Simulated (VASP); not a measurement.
# Ga (Pm-3n) in VASP: a series of runs

Runs on Ga. Level: r2SCAN. Tasks: single point.

Everything below comes from runs of VASP 6.6.1. Logs are shortened: lines on timing, memory, paths and dates and some standing lists are left out, and cuts for length are marked.

## (1) The cell of the first run

Symmetry: Pm-3n, No. 223, cubic system. The conventional cell has a = 5.283 Å, b = 5.283 Å, c = 5.283 Å, α = 90.00°, β = 90.00°, γ = 90.00°. Ga (site symmetry m-3) has 12 Ga at 2.95 Å within 3.9 Å. Within 3.5 Å of Ga (site symmetry -4m2) lie 14 Ga at 2.64 to 3.23 Å.

## (2) Single point, r2SCAN

File POSCAR:

```
Ga
1.0
    5.2826855357      0.0000000000      0.0000000000
    0.0000000000      5.2826855357      0.0000000000
    0.0000000000      0.0000000000      5.2826855357
Ga
8
Direct
    1.0000000000      0.0000000000      0.0000000000
    0.5000000000      0.5000000000      0.5000000000
    0.2500000000      1.0000000000      0.5000000000
    0.7500000000      1.0000000000      0.5000000000
    0.5000000000      0.2500000000      0.0000000000
    0.5000000000      0.7500000000      1.0000000000
    0.0000000000      0.5000000000      0.2500000000
    1.0000000000      0.5000000000      0.7500000000
```

File INCAR.step1:

```
SYSTEM = Ga
ALGO = Normal ; EDIFF = 1E-4
ENCUT = 520 ; GGA = PE
ISMEAR = -1 ; LASPH = .True.
LCHARG = .False. ; LREAL = .False.
LWAVE = .True. ; NBANDS = 62
NELM = 60 ; PREC = Accurate
SIGMA = 0.1
```

File INCAR.step2:

```
SYSTEM = Ga
ALGO = Normal ; EDIFF = 1E-6
ENCUT = 520 ; ISIF = 2
ISMEAR = -1 ; ISTART = 1
LASPH = .True. ; LCHARG = .True.
LELF = .True. ; LMIXTAU = .True.
LREAL = .False. ; LVHAR = .True.
LWAVE = .False. ; METAGGA = R2SCAN
NBANDS = 62 ; NELM = 60
PREC = Accurate ; SIGMA = 0.1
```

File KPOINTS:

```
k-points
0
Gamma
  5 5 5
  0 0 0
```

Potentials or basis: VASP PAW PBE potentials, release 64 (Ga_d).

Started as:

```
$ cat potpaw_PBE.64/Ga_d/POTCAR > POTCAR
$ cp INCAR.step1 INCAR
$ mpirun -np 1 vasp_std > vasp.out
$ cp INCAR.step2 INCAR
$ mpirun -np 1 vasp_std > vasp.out
```

OUTCAR:

```text
SYSTEM = Ga
   EDIFF = 1E-6
   ENCUT = 520
   ISIF = 2
   ISMEAR = -1
   ISTART = 1
   LASPH = .True.
   LREAL = .False.
   METAGGA = R2SCAN
   NELM = 60
   PREC = Accurate

 ion  position               nearest neighbor table
   1  0.000  0.000  0.000-
   2  0.500  0.500  0.500-
   3  0.250  0.000  0.500-   4 2.64   4 2.64
   4  0.750  0.000  0.500-   3 2.64   3 2.64
   5  0.500  0.250  0.000-   6 2.64   6 2.64
   6  0.500  0.750  0.000-   5 2.64   5 2.64
   7  0.000  0.500  0.250-   8 2.64   8 2.64
   8  0.000  0.500  0.750-   7 2.64   7 2.64

  LATTYP: Found a simple cubic cell.
 ALAT       =     5.2826855357

  Lattice vectors:

 A1 = (   5.2826855357,   0.0000000000,   0.0000000000)
 A2 = (   0.0000000000,   5.2826855357,   0.0000000000)
 A3 = (   0.0000000000,   0.0000000000,   5.2826855357)

Analysis of symmetry for initial positions (statically):
=====================================================================
 Subroutine PRICEL returns:
 Original cell was already a primitive cell.

 Routine SETGRP: Setting up the symmetry group for a
 simple cubic supercell.

 Subroutine GETGRP returns: Found 48 space group operations
 (whereof 24 operations were pure point group operations)
 out of a pool of 48 trial point group operations.

The static configuration has the point symmetry T_h .
 The point group associated with its full space group is O_h .

Analysis of symmetry for dynamics (positions and initial velocities):
=====================================================================
 Subroutine PRICEL returns:
 Original cell was already a primitive cell.

 Routine SETGRP: Setting up the symmetry group for a
 simple cubic supercell.

 Subroutine GETGRP returns: Found 48 space group operations
 (whereof 24 operations were pure point group operations)
 out of a pool of 48 trial point group operations.

The dynamic configuration has the point symmetry T_h .
 The point group associated with its full space group is O_h .

 Subroutine INISYM returns: Found 48 space group operations
 (whereof 24 operations are pure point group operations),
 and found     1 'primitive' translations

[... 91 lines left out ...]
   EDIFF  = 0.1E-05   stopping-criterion for ELM
   LREAL  =      F    real-space projection
   EDIFFG = 0.1E-04   stopping-criterion for IOM
   NSW    =      0    number of steps for IOM
   IBRION =     -1    ionic relax: 0-MD 1-quasi-New 2-CG
   NFREE  =      0    steps in history (QN), initial steepest desc. (CG)
   ISIF   =      2    stress and relaxation
   ISYM   =      2    0-nonsym 1-usesym 2-fastsym
   POTIM  = 0.5000    time-step for ionic-motion
   TEBEG  =    0.0;   TEEND  =   0.0 temperature during run
   PSTRESS=    0.0 pullay stress
   NELECT =     104.0000    total number of electrons
   NUPDOWN=      -1.0000    fix difference up-down
   EMIN   =  10.00;   EMAX   =-10.00  energy-range for DOS
   EFERMI =   0.00;   METHOD = LEGACY
   ISMEAR =    -1;   SIGMA  =   0.10  broadening in eV -4-tet -1-fermi 0-gaus
   EFERMI_NEDOS =   21; number of points for ismear=-14 and -15
   IALGO  =     38    algorithm
   IMIX   =      4    mixing-type and parameters
     AMIX     =   0.40;   BMIX     =  1.00
     AMIX_MAG =   1.60;   BMIX_MAG =  1.00
  volume/ion in A,a.u.               =      18.43       124.36
  Fermi-wavevector in a.u.,A,eV,Ry     =   1.457352  2.753996 28.897079  2.123875
  Thomas-Fermi vector in A             =   2.574164
   LORBIT       =      0    0 simple, 1 ext, 2 COOP (PROOUT), +10 PAW based schemes
   METAGGA = R2SCAN    functional components
   LHFCALC =     F    Hartree Fock is set to
   AEXX    =    0.0000 exact exchange contribution
   IVDW    =     0    specifies the selected vdW correction
   LEPSILON=     F    determine dielectric tensor
   LRPA    =     F    only Hartree local field effects (RPA)
 non-spin polarized calculation
  energy-cutoff  :      520.00
  volume of cell :      147.42
 maximum number of plane-waves:      3984
 NGX is ok and might be reduce to    40
   NGX = 19   NGY = 19   NGZ = 19

 number of electron     103.9999933 magnetization

 Free energy of the ion-electron system (eV)
  ---------------------------------------------------
  ext. energy  EPLUGINS =         0.00000000
  ---------------------------------------------------
  free energy    TOTEN  =       -90.13304782 eV

  energy without entropy =      -90.04952432  energy(sigma->0) =      -90.09128607

 E-fermi :   5.8451     XC(G=0): -12.3080

 val. band max:        5.7956300165   @ k =   0.4000   0.2000   0.0000
 cond. band min:       6.0461956380   @ k =   0.4000   0.2000   0.2000
 fundamental gap:      0.2505656214
 Fermi energy:         5.8451285869

 k-point     1 :       0.0000    0.0000    0.0000
  band No.  band energies     occupation
      1     -10.0368      2.00000
      2     -10.0368      2.00000
      3     -10.0255      2.00000
      4      -9.8978      2.00000
      5      -9.8978      2.00000
      6      -9.8978      2.00000
[... 639 lines left out ...]
     61      10.5045      0.00000
     62      10.6484      0.00000

------------------------ aborting loop because EDIFF is reached ----------------------------------------

  FORCE on cell =-STRESS in cart. coord.  units (eV):
  Direction    XX          YY          ZZ          XY          YZ          ZX
  --------------------------------------------------------------------------------------
  -------------------------------------------------------------------------------------
  Total       -0.0377969     -0.0377969     -0.0377969      0.0000000      0.0000000     -0.0000000
  in kB       -0.4107731     -0.4107731     -0.4107731      0.0000000      0.0000000     -0.0000000
  external PRESSURE =      -0.4107731 kB  Pullay stress =       0.0000000 kB

 VOLUME and BASIS-vectors are now :
 -----------------------------------------------------------------------------
  energy-cutoff  :      520.00
  volume of cell :      147.42
      direct lattice vectors                 reciprocal lattice vectors
     5.282685536  0.000000000  0.000000000     0.189297658  0.000000000  0.000000000
     0.000000000  5.282685536  0.000000000     0.000000000  0.189297658  0.000000000
     0.000000000  0.000000000  5.282685536     0.000000000  0.000000000  0.189297658

 POSITION                                       TOTAL-FORCE (eV/Angst)
 -----------------------------------------------------------------------------------
      0.00000      0.00000      0.00000         0.000000      0.000000     -0.000000
      2.64134      2.64134      2.64134         0.000000      0.000000     -0.000000
      1.32067      0.00000      2.64134        -0.000000      0.000000      0.000000
      3.96201      0.00000      2.64134         0.000000     -0.000000      0.000000
      2.64134      1.32067      0.00000        -0.000000      0.000000     -0.000000
      2.64134      3.96201      0.00000        -0.000000     -0.000000     -0.000000
      0.00000      2.64134      1.32067         0.000000      0.000000     -0.000000
      0.00000      2.64134      3.96201         0.000000      0.000000      0.000000
 -----------------------------------------------------------------------------------
    total drift:                               -0.000000     -0.000000     -0.000000

  FREE ENERGIE OF THE ION-ELECTRON SYSTEM (eV)
  ---------------------------------------------------
  free  energy   TOTEN  =       -90.1330478186 eV

  energy  without entropy=      -90.0495243207  energy(sigma->0) =      -90.09128607
```

OUTCAR.step1:

```text
SYSTEM = Ga
   EDIFF = 1E-4
   ENCUT = 520
   GGA = PE
   ISMEAR = -1
   LASPH = .True.
   LREAL = .False.
   NELM = 60
[... 877 lines left out ...]
      2.64134      3.96201      0.00000        -0.000000     -0.000000     -0.000000
      0.00000      2.64134      1.32067         0.000000     -0.000000      0.000000
      0.00000      2.64134      3.96201         0.000000      0.000000     -0.000000
 -----------------------------------------------------------------------------------
    total drift:                               -0.000000     -0.000000     -0.000000

  FREE ENERGIE OF THE ION-ELECTRON SYSTEM (eV)
  ---------------------------------------------------
  free  energy   TOTEN  =       -22.8278911461 eV

  energy  without entropy=      -22.7410718837  energy(sigma->0) =      -22.78448151
```

Run time: 3.9 min. Hardware: 1 thread of Intel Xeon Platinum 8488C (Sapphire Rapids), shared host; peak memory 0.28 GiB.

What came out:

```yaml
Free_energy: -90.1330 eV
Pressure: 0.0 GPa
Band_gap_on_the_k_mesh: zero (bands 52 and 53 overlap by 3.18 eV)
```

Levels at points of the mesh, in eV from the Fermi level:
```csv
k point,band 49,band 50,band 51,band 52,band 53,band 54,band 55,band 56
"(0.00, 0.00, 0.00)",-1.53,-1.35,-0.30,-0.30,-0.30,-0.24,-0.24,-0.24
```

Caveat: the PAW data sets were made with another functional, which shifts forces and pressure a little.

## (3) Single point, r2SCAN

POSCAR is that of step 2.

File INCAR.step1:

```
SYSTEM = Ga
  ALGO = Normal
  EDIFF = 1E-4
  ENCUT = 520
  GGA = PE
  ISMEAR = -1
  LASPH = .True.
  LCHARG = .False.
  LREAL = .False.
  LWAVE = .True.
  NBANDS = 62
  NELM = 80
  PREC = Accurate
  SIGMA = 0.1
```

File INCAR.step2:

```
SYSTEM = Ga
  ALGO = Normal
  EDIFF = 1E-7
  ENCUT = 520
  ISIF = 2
  ISMEAR = -1
  ISTART = 1
  LASPH = .True.
  LCHARG = .False.
  LMIXTAU = .True.
  LREAL = .False.
  LWAVE = .False.
  METAGGA = R2SCAN
  NBANDS = 62
  NELM = 80
  PREC = Accurate
  SIGMA = 0.1
```

File KPOINTS:

```
k-points
0
Gamma
  7 7 7
  0 0 0
```

Potentials or basis: VASP PAW PBE potentials, release 64 (Ga_d).

Started as:

```
$ cat potpaw_PBE.64/Ga_d/POTCAR > POTCAR
$ cp INCAR.step1 INCAR
$ mpirun -np 1 vasp_std > vasp.out
$ cp INCAR.step2 INCAR
$ mpirun -np 1 vasp_std > vasp.out
```

OUTCAR:

```text
SYSTEM = Ga
   EDIFF = 1E-7
   ENCUT = 520
   ISIF = 2
   ISMEAR = -1
   ISTART = 1
   LASPH = .True.
   LREAL = .False.
   METAGGA = R2SCAN
   NELM = 80
   PREC = Accurate

 ion  position               nearest neighbor table
   1  0.000  0.000  0.000-
   2  0.500  0.500  0.500-
   3  0.250  0.000  0.500-   4 2.64   4 2.64
   4  0.750  0.000  0.500-   3 2.64   3 2.64
   5  0.500  0.250  0.000-   6 2.64   6 2.64
   6  0.500  0.750  0.000-   5 2.64   5 2.64
   7  0.000  0.500  0.250-   8 2.64   8 2.64
   8  0.000  0.500  0.750-   7 2.64   7 2.64

  LATTYP: Found a simple cubic cell.
 ALAT       =     5.2826855357

  Lattice vectors:

 A1 = (   5.2826855357,   0.0000000000,   0.0000000000)
 A2 = (   0.0000000000,   5.2826855357,   0.0000000000)
 A3 = (   0.0000000000,   0.0000000000,   5.2826855357)

Analysis of symmetry for initial positions (statically):
=====================================================================
 Subroutine PRICEL returns:
 Original cell was already a primitive cell.

 Routine SETGRP: Setting up the symmetry group for a
 simple cubic supercell.

 Subroutine GETGRP returns: Found 48 space group operations
 (whereof 24 operations were pure point group operations)
 out of a pool of 48 trial point group operations.

The static configuration has the point symmetry T_h .
 The point group associated with its full space group is O_h .

Analysis of symmetry for dynamics (positions and initial velocities):
=====================================================================
 Subroutine PRICEL returns:
 Original cell was already a primitive cell.

 Routine SETGRP: Setting up the symmetry group for a
 simple cubic supercell.

 Subroutine GETGRP returns: Found 48 space group operations
[... 130 lines left out ...]
     AMIX     =   0.40;   BMIX     =  1.00
     AMIX_MAG =   1.60;   BMIX_MAG =  1.00
  volume/ion in A,a.u.               =      18.43       124.36
  Fermi-wavevector in a.u.,A,eV,Ry     =   1.457352  2.753996 28.897079  2.123875
  Thomas-Fermi vector in A             =   2.574164
   LORBIT       =      0    0 simple, 1 ext, 2 COOP (PROOUT), +10 PAW based schemes
   METAGGA = R2SCAN    functional components
   LHFCALC =     F    Hartree Fock is set to
   AEXX    =    0.0000 exact exchange contribution
   IVDW    =     0    specifies the selected vdW correction
   LEPSILON=     F    determine dielectric tensor
   LRPA    =     F    only Hartree local field effects (RPA)
 non-spin polarized calculation
  energy-cutoff  :      520.00
  volume of cell :      147.42
 maximum number of plane-waves:      3986
 NGX is ok and might be reduce to    40
   NGX = 19   NGY = 19   NGZ = 19

 number of electron     103.9999932 magnetization

 Free energy of the ion-electron system (eV)
  ---------------------------------------------------
  ext. energy  EPLUGINS =         0.00000000
  ---------------------------------------------------
  free energy    TOTEN  =       -90.15681522 eV

  energy without entropy =      -90.05470314  energy(sigma->0) =      -90.10575918

 E-fermi :   5.7330     XC(G=0): -12.3146

 val. band max:        5.7112407622   @ k =   0.1429   0.1429   0.0000
 cond. band min:       5.7540454319   @ k =   0.4286   0.4286   0.2857
 fundamental gap:      0.0428046697
 Fermi energy:         5.7330231668

 k-point     1 :       0.0000    0.0000    0.0000
  band No.  band energies     occupation
      1     -10.0456      2.00000
      2     -10.0456      2.00000
      3     -10.0343      2.00000
      4      -9.9053      2.00000
      5      -9.9053      2.00000
      6      -9.9053      2.00000
[... 1289 lines left out ...]
     61      10.2143      0.00000
     62      10.3981      0.00000

------------------------ aborting loop because EDIFF is reached ----------------------------------------

  FORCE on cell =-STRESS in cart. coord.  units (eV):
  Direction    XX          YY          ZZ          XY          YZ          ZX
  --------------------------------------------------------------------------------------
  -------------------------------------------------------------------------------------
  Total       -0.3342136     -0.3342136     -0.3342136     -0.0000000      0.0000000      0.0000000
  in kB       -3.6322059     -3.6322059     -3.6322059     -0.0000000      0.0000000      0.0000000
  external PRESSURE =      -3.6322059 kB  Pullay stress =       0.0000000 kB

 VOLUME and BASIS-vectors are now :
 -----------------------------------------------------------------------------
  energy-cutoff  :      520.00
  volume of cell :      147.42
      direct lattice vectors                 reciprocal lattice vectors
     5.282685536  0.000000000  0.000000000     0.189297658  0.000000000  0.000000000
     0.000000000  5.282685536  0.000000000     0.000000000  0.189297658  0.000000000
     0.000000000  0.000000000  5.282685536     0.000000000  0.000000000  0.189297658

 POSITION                                       TOTAL-FORCE (eV/Angst)
 -----------------------------------------------------------------------------------
      0.00000      0.00000      0.00000        -0.000000      0.000000     -0.000000
      2.64134      2.64134      2.64134        -0.000000      0.000000     -0.000000
      1.32067      0.00000      2.64134         0.000000     -0.000000      0.000000
      3.96201      0.00000      2.64134        -0.000000      0.000000     -0.000000
      2.64134      1.32067      0.00000        -0.000000      0.000000      0.000000
      2.64134      3.96201      0.00000         0.000000     -0.000000      0.000000
      0.00000      2.64134      1.32067         0.000000     -0.000000     -0.000000
      0.00000      2.64134      3.96201         0.000000      0.000000      0.000000
 -----------------------------------------------------------------------------------
    total drift:                               -0.000000     -0.000000     -0.000000

  FREE ENERGIE OF THE ION-ELECTRON SYSTEM (eV)
  ---------------------------------------------------
  free  energy   TOTEN  =       -90.1568152235 eV

  energy  without entropy=      -90.0547031353  energy(sigma->0) =      -90.10575918
```

It took 6.9 min on 1 thread of Intel Xeon Platinum 8488C (Sapphire Rapids), shared host; peak memory 0.32 GiB.

Results:

* Free energy: -90.1568 eV
* Pressure: -0.4 GPa
* Band gap on the k mesh: zero (bands 52 and 53 overlap by 3.77 eV)

Caveat: the PAW data sets were made with another functional, which shifts forces and pressure a little.

The gap in the log of VASP goes by the Fermi energy; the results here count the filled bands.